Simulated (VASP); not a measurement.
Set up this calculation in VASP 6.6.1, as the native input.

```
Task                   : relaxation of cell and atoms
Functional             : LDA
Potentials or basis    : VASP PAW LDA potentials, release 64 (Mo_sv, S)
Cutoff                 : 600 eV
k mesh                 : 12 × 12 × 4
Occupations            : gaussian, width 0.02 eV
Spin                   : no spin polarisation
Dipole correction      : no
Further INCAR settings : ALGO = Normal; EDIFF = 1e-07; IBRION = 2; EDIFFG = -0.002; NSW = 100; ISIF = 3
```

The structure of MoS2 (lda) lies in POSCAR:

```
MoS2
1.0
    3.1221955730      0.0000000028      0.0000000000
   -1.5610977889      2.7039006804      0.0000000000
    0.0000000000      0.0000000000     12.0794276174
Mo S
2 4
Direct
    0.6666666667      0.3333333333      0.2500000000
    0.3333333333      0.6666666667      0.7500000000
    0.6666666667      0.3333333333      0.6213369710
    0.3333333333      0.6666666667      0.3786630290
    0.6666666667      0.3333333333      0.8786630290
    0.3333333333      0.6666666667      0.1213369710
```

The input as run:

INCAR

```
ALGO = Normal ; EDIFF = 1E-7
EDIFFG = -0.002 ; ENCUT = 600
IBRION = 2 ; ISIF = 3
ISMEAR = 0 ; LASPH = True
LCHARG = False ; LREAL = False
LWAVE = False ; NELM = 100
NSW = 100 ; PREC = Accurate
SIGMA = 0.02
```

KPOINTS

```
k-points
0
Gamma
  12 12 4
```

Potentials or basis: VASP PAW LDA potentials, release 64 (Mo_sv, S).

Run with:

```console
$ cat potpaw_LDA.64/Mo_sv/POTCAR potpaw_LDA.64/S/POTCAR > POTCAR
$ mpirun -np 1 vasp_std > vasp.out
```

Results of the run:

| Item | Value |
| --- | --- |
| Relaxed volume | 17.01 Å³/atom |
| Relaxed cell | a = 3.124 Å, b = 3.124 Å, c = 12.077 Å, α = 90.00°, β = 90.00°, γ = 120.00° |
| Space group after relaxing (to 0.05 Å) | P6_3/mmc (No. 194) |
| Energy gained by relaxing | 0.0 meV/atom |
| Ionic steps | 17 |
| Pressure after relaxing | 0.0 GPa |
| Band gap on the k mesh | 0.74 eV, indirect (least direct gap 1.77 eV) |

It took 21 min on 1 thread of Intel(R) Xeon(R) Platinum 8488C (Sapphire Rapids), with other jobs on the host, peak memory 0.34 GiB.
